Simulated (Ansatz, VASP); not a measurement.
# NaFeN: VASP beside Ansatz

```
Na Fe N
1.0
     2.99928    0.00000    0.00000
    -1.49964    2.59745    0.00000
     0.00000    0.00000    9.88780
Na Fe N
2 2 2
Cartesian
  1.4996 0.8658 7.5326
  0.0000 1.7316 2.5887
  0.0000 0.0000 5.1248
  0.0000 0.0000 0.1809
  0.0000 1.7316 5.5820
  1.4996 0.8658 0.6381
```

Alike in both runs: task single point; functional PBE; k mesh 9 × 9 × 2; no spin polarisation.

|  | VASP | Ansatz |
| --- | --- | --- |
| version | VASP 6.6.1 | Ansatz 0.2.0 |
| potentials or method | VASP PAW PBE potentials, release 64 (Na_pv, Fe, N) | plane waves, PAW |
| plane-wave cutoff (eV) | 520 | 420 |
| occupations | gaussian, width 0.01 eV | fixed |
| valence electrons in the cell | 40 | 60 |

|  | VASP | Ansatz | Ansatz less VASP |
| --- | --- | --- | --- |
| gap on the k mesh at the Fermi level (eV) | 0.36 | 0.37 | +0.017 |
| pressure (GPa) | 1.0 | 0.0 | -1.02 |
| traceless stress, the component that is largest in VASP (GPa) | -0.96 | -0.02 | +0.945 |
| rms of the force components (eV/Å) | 0.055 | 0.004 | -0.0509 |

Atom by atom the forces differ by 0.058 eV/Å (rms over components). VASP's potentials hold 40 valence electrons a cell and Ansatz's 60, so a difference there can come from the potentials and not from the codes.
